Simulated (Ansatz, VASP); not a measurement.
# One calculation of K3AlO2, two programs

```
K Al O
1.0
     4.68360    0.00000    0.00000
    -2.34180    4.05612    0.00000
     0.00000    0.00000    6.75994
K Al O
3 1 2
Direct
  0.00000 0.00000 0.50000
  0.33333 0.66667 0.00000
  0.33333 0.66667 0.50000
  0.00000 0.00000 0.00000
  0.66667 0.33333 0.25204
  0.66667 0.33333 0.74796
```

Change from the starting cell: species swapped into the Ce2CoSi3 type (P-6m2, No. 187).

Alike in both runs: functional PBE; k mesh 6 × 6 × 2; occupations gaussian, width 0.1 eV; no spin polarisation.

Ansatz relaxed the structure, and its values are those at the end. VASP's run is a single point on that final structure, the one shown.

```csv
,VASP,Ansatz
version,VASP 6.6.1,Ansatz 0.2.0
potentials or method,"VASP PAW PBE potentials, release 64 (K_sv, Al, O), cutoff 600 eV","scalar-relativistic, plane waves, PAW"
valence electrons in the cell,42,42
```

|  | VASP | Ansatz | Ansatz less VASP |
| --- | --- | --- | --- |
| gap on the k mesh at the Fermi level (eV) | 0.30 | 0.30 | +0.002 |
| least direct gap on the mesh (eV) | 0.47 | 0.47 | +0.002 |
| pressure (GPa) | 0.2 | 0.0 | -0.11 |

The k mesh is coarse, so the values compare programs but aren't converged.
